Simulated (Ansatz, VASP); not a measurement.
Two plane-wave programs on Ti

Contents of POSCAR:

```
Ti
1.0
   -1.7071896129      1.6258948694      1.6258948694
    1.7071896129     -1.6258948694      1.6258948694
    1.7071896129      1.6258948694     -1.6258948694
Ti
1
Direct
    0.0000000000      0.0000000000      0.0000000000
```

Contents of INCAR.step1:

```
ALGO = Normal
EDIFF = 1E-4
ENCUT = 520
GGA = PE
ISMEAR = 0
LASPH = True
LCHARG = False
LREAL = False
LWAVE = True
NBANDS = 12
NELM = 80
PREC = Accurate
SIGMA = 0.15
```

The input INCAR.step2:

```
ALGO = Normal
EDIFF = 1E-6
ENCUT = 520
ISIF = 2
ISMEAR = 0
ISTART = 1
LASPH = True
LCHARG = True
LELF = True
LMIXTAU = True
LREAL = False
LVHAR = True
LWAVE = False
METAGGA = R2SCAN
NBANDS = 12
NELM = 80
PREC = Accurate
SIGMA = 0.15
```

KPOINTS

```
k-points
0
Gamma
  26 26 26
```

Input for Ansatz:

```yaml
crystal:
  lattice:
    - [-1.7071896129, 1.6258948694, 1.6258948694]
    - [1.7071896129, -1.6258948694, 1.6258948694]
    - [1.7071896129, 1.6258948694, -1.6258948694]
  atoms:
    - { symbol: Ti, position: [0.0, 0.0, 0.0] }
basis:
  ecutwfc: 500
kpoints:
  mp_grid: { grid: [26, 26, 26] }
hamiltonian:
  xc: r2scan
scf:
  occupations: { method: gaussian, width: 0.15 }
output:
  forces: true
  stress: true
  eigenvalues: true
  write_density: true
  write_potential: true
  elf: true
  volumetric_format: npy
```

Change from the starting cell: strain +0.0500 x Voigt [1, 0, 0, 0, 0, 0], atoms carried along.

Alike in both runs: task single point; functional r2SCAN; k mesh 26 × 26 × 26; occupations gaussian, width 0.15 eV; no spin polarisation.

```csv
,VASP,Ansatz
version,VASP 6.6.1,Ansatz 0.2.0
potentials or method,"VASP PAW PBE potentials, release 64 (Ti_sv), cutoff 520 eV","scalar-relativistic, plane waves, PAW"
valence electrons in the cell,12,12
```

Ansatz gave:

- gap on the k mesh at the Fermi level (eV): none
- pressure (GPa): -4.8
- traceless stress, the component that is largest in VASP (GPa): 1.19

Q: Estimate VASP's values.

A: gap on the k mesh at the Fermi level (eV): none; pressure (GPa): -4.6; traceless stress, the component that is largest in VASP (GPa): 1.21.

VASP's potentials were made for PBE, not for r2SCAN. A gap of «none» marks a metal or a gap that the smearing closes.
